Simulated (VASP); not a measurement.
Set up this calculation in VASP 6.6.1, as the native input.

- Task: single point
- Functional: LDA
- Potentials or basis: VASP PAW LDA potentials, release 64 (Pb_d, S)
- Cutoff: 500 eV
- k mesh: 6 × 6 × 6
- Occupations: gaussian, width 0.01 eV
- Spin: no spin polarisation
- Dipole correction: no
- Further INCAR settings: ALGO = Normal; EDIFF = 1e-06; NBANDS = 17

The structure of PbS (Galena) lies in POSCAR:

```
PbS
1.0
    0.0000000000      2.9756030624      2.9756030624
    2.9756030624      0.0000000000      2.9756030624
    2.9756030624      2.9756030624      0.0000000000
Pb S
1 1
Direct
    0.0000000000      0.0000000000      0.0000000000
    0.5000000000      0.5000000000      0.5000000000
```

These files were run (other wordings do the same):

INCAR

```
SYSTEM = PbS
PREC = Accurate
ENCUT = 500
EDIFF = 1E-6
ISMEAR = 0
SIGMA = 0.01
LREAL = .FALSE.
LASPH = .TRUE.
NELM = 120
ALGO = Normal
ISIF = 2
LWAVE = .FALSE.
LCHARG = .FALSE.
NBANDS = 17
GGA_COMPAT = .FALSE.
```

KPOINTS

```
Automatic mesh
0
G
  6 6 6
  0 0 0
```

Potentials or basis: VASP PAW LDA potentials, release 64 (Pb_d, S).

Command:

```bash
$ cat potpaw_LDA.64/Pb_d/POTCAR potpaw_LDA.64/S/POTCAR > POTCAR
$ mpirun -np 1 vasp_std > vasp.out
```

It gave:

```
Pressure               : -3.1 GPa
Band gap on the k mesh : 0.24 eV, direct
```

Caveat: spin-orbit coupling is left out, which moves the levels of the heavy elements.

Wall time 15 s on 1 thread of Intel Xeon 8259CL, on a shared host, peak memory 0.15 GiB.
